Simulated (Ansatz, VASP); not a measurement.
# SnO2 in VASP and in Ansatz

```xyz
48
Lattice="-4.7351 5.7509 5.2471 4.7351 -5.7509 5.2471 4.7351 5.7509 -5.2471" Properties=species:S:1:pos:R:3 pbc="T T T"
Sn   -2.3676    3.8269    3.9353
Sn    2.3676   -1.9240    3.9353
Sn    2.3676    3.8269   -1.3118
Sn    2.3676    3.8269    3.9353
Sn    0.0000    4.7994    1.3118
Sn    4.7351   -0.9515    1.3118
Sn    4.7351    4.7994   -3.9353
Sn    4.7351    4.7994    1.3118
Sn    2.3676    1.9240    1.3118
Sn    2.3676    1.9240    6.5589
Sn    2.3676    7.6749    1.3118
Sn    7.1027    1.9240    1.3118
Sn    0.0000    0.9515    3.9353
Sn    0.0000    0.9515    9.1824
Sn    0.0000    6.7024    3.9353
Sn    4.7351    0.9515    3.9353
O    -1.2770    3.4915    5.6596
O     3.4581   -2.2594    5.6596
O     3.4581    3.4915    0.4124
O     3.4581    3.4915    5.6596
O    -3.6446    5.1349    4.8347
O     1.0905   -0.6161    4.8347
O     1.0905    5.1349   -0.4124
O     1.0905    5.1349    4.8347
O    -1.0905    5.1349    3.0360
O     3.6446   -0.6161    3.0360
O     3.6446    5.1349   -2.2111
O     3.6446    5.1349    3.0360
O     1.2770    3.4915    2.2111
O     6.0122   -2.2594    2.2111
O     6.0122    3.4915   -3.0360
O     6.0122    3.4915    2.2111
O    -1.2770    2.2594    3.0360
O    -1.2770    2.2594    8.2831
O    -1.2770    8.0103    3.0360
O     3.4581    2.2594    3.0360
O     1.0905    0.6161    2.2111
O     1.0905    0.6161    7.4582
O     1.0905    6.3670    2.2111
O     5.8257    0.6161    2.2111
O     3.6446    0.6161    0.4124
O     3.6446    0.6161    5.6596
O     3.6446    6.3670    0.4124
O     8.3798    0.6161    0.4124
O     1.2770    2.2594   -0.4124
O     1.2770    2.2594    4.8347
O     1.2770    8.0103   -0.4124
O     6.0122    2.2594   -0.4124
```

Alike in both runs: task single point; functional PBE; k mesh 2 × 2 × 2; occupations gaussian, width 0.05 eV; no spin polarisation.

```csv
,VASP,Ansatz
version,VASP 6.6.1,Ansatz 0.2.0
potentials or method,"VASP PAW PBE potentials, release 64 (Sn_d, O), cutoff 520 eV","scalar-relativistic, plane waves, PAW"
valence electrons in the cell,416,416
```

Ansatz gave:

```
gap on the k mesh at the Fermi level (eV) : 1.38
rms of the force components (eV/Å)        : 0.044
```

Task: What did VASP give for the same quantities?

Result: gap on the k mesh at the Fermi level (eV): 1.37; rms of the force components (eV/Å): 0.049.

Atom by atom the forces differ by 0.007 eV/Å (rms over components). The functional is the same, so the differences come from potentials, cutoffs and numerics. Ansatz's warnings: structure snapped to symmetry.

The k mesh is coarse, so the values compare programs but aren't converged.
